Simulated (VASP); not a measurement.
The system is Sb.

```
Sb
1.0
     3.29263    0.00000    0.00000
    -1.64632    2.85150    0.00000
     0.00000    0.00000    5.55457
Sb
2
Direct
  0.33333 0.66667 0.25000
  0.66667 0.33333 0.75000
```

This isn't the form of Sb at room conditions, which is rhombohedral.

- Program: VASP 6.6.1
- Task: relaxation of cell and atoms
- Functional: PBEsol
- Potentials or basis: VASP PAW PBE potentials, release 64 (Sb)
- Cutoff: 600 eV
- k mesh: 12 × 12 × 8
- Occupations: gaussian, width 0.1 eV
- Spin: no spin polarisation

At the start: pressure 0.3 GPa; volume 26.08 Å³/atom.

Problem. How do energy, volume and symmetry change on relaxing?

Solution. Over 6 steps the energy falls by 3.1 meV/atom and the volume is 26.13 Å³/atom (+0.2 %); space group P6_3/mmc (No. 194, to 0.1 Å) before and after.

The path:
| step | energy change (eV) | largest force (eV/Å) | pressure (GPa) | volume (Å³) |
| --- | --- | --- | --- | --- |
| 1 | 0.0000 | 0.0000 | 0.33 | 52.15 |
| 2 | -0.0053 | 0.0000 | -0.35 | 52.55 |
| 3 | -0.0055 | 0.0000 | -0.51 | 52.65 |
| 4 | -0.0060 | 0.0000 | 0.21 | 52.10 |
| 5 | -0.0063 | 0.0000 | -0.06 | 52.30 |
| 6 | -0.0063 | 0.0000 | 0.01 | 52.25 |

Final structure:
```xyz
2
Lattice="3.3220 0.0000 0.0000 -1.6610 2.8769 0.0000 0.0000 0.0000 5.4675" Properties=species:S:1:pos:R:3 pbc="T T T"
Sb    0.0000    1.9179    1.3669
Sb    1.6610    0.9590    4.1006
```

Caveat: the PAW data sets were made with another functional, which shifts forces and pressure a little.
